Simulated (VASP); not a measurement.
Wanted: the native input for a VASP 6.6.1 run.

- Task: single point
- Functional: LDA
- Potentials or basis: VASP PAW LDA potentials, release 64 (Ba_sv, Ti_sv, O_h)
- Cutoff: 1340 eV
- k mesh: 6 × 6 × 6
- Occupations: fermi-dirac, width 0.02 eV
- Spin: no spin polarisation
- Dipole correction: no
- Further INCAR settings: ALGO = Normal; EDIFF = 1e-06; NBANDS = 28

The structure of BaTiO3 lies in POSCAR:

```
BaTiO3
1.0
    4.0890654813      0.0000000000      0.0000000000
    0.0000000000      2.9106184579      2.9190828388
    0.0000000000     -2.9106184579      2.9190828388
Ba Ti O
1 1 3
Direct
    0.0000000000      0.0000000000      0.0000000000
    0.5000000000      0.5124000000      0.5124000000
    0.0000000000      0.4874000000      0.4874000000
    0.5000000000      0.5052400000      0.9918400000
    0.5000000000      0.9918400000      0.5052400000
```

One way to write it, as run:

INCAR

```
ALGO = Normal ; EDIFF = 1E-6
ENCUT = 1340 ; GGA_COMPAT = F
ISIF = 2 ; ISMEAR = -1
LASPH = T ; LCHARG = F
LREAL = F ; LWAVE = F
NBANDS = 28 ; NELM = 120
PREC = Accurate ; SIGMA = 0.02
```

KPOINTS

```
k-points
0
Gamma
  6 6 6
```

Potentials or basis: VASP PAW LDA potentials, release 64 (Ba_sv, Ti_sv, O_h).

Run with:

```sh
$ cat potpaw_LDA.64/Ba_sv/POTCAR potpaw_LDA.64/Ti_sv/POTCAR potpaw_LDA.64/O_h/POTCAR > POTCAR
$ mpirun -np 1 vasp_std > vasp.out
```

Results of the run:

The pressure is -17.1 GPa, the largest force is 0.574 eV/Å and the band gap on the k mesh is 1.62 eV (least direct gap 1.88 eV).

Caveat: the cell stands under tension; spin-orbit coupling is left out, which moves the levels of the heavy elements.

It took 7.7 min on 1 thread of Intel(R) Xeon(R) Platinum 8375C CPU @ 2.90GHz (Ice Lake), on a shared host, peak memory 0.57 GiB.
